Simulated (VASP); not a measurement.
Crystal: Ni.

```
Ni
1.0
     0.00000    3.51600    3.51600
     1.75800    0.00000    1.75800
     1.75800    1.75800    0.00000
Ni
2
Direct
  0.00000 0.00000 0.00000
  0.50000 0.00000 0.00000
```

Base run:

```yaml
Program: VASP 6.6.1
Functional: PBE
Potentials_or_basis: VASP PAW PBE potentials, release 64 (Ni)
Cutoff: 520 eV
k_mesh: 7 × 14 × 14
Occupations: fermi-dirac, width 0.1 eV
Spin: no spin polarisation
```

Its results: pressure -0.2 GPa.

Problem. The run is repeated on the same cell with these changes: spin from no spin polarisation to collinear spin; further incar settings from ALGO = Normal; EDIFF = 1e-06; NBANDS = 17 to ALGO = Normal; EDIFF = 1e-07; NBANDS = 21. What comes out?

Solution. Pressure 0.6 GPa; net moment 1.19 μB per cell; site moments Ni +0.60 μB.
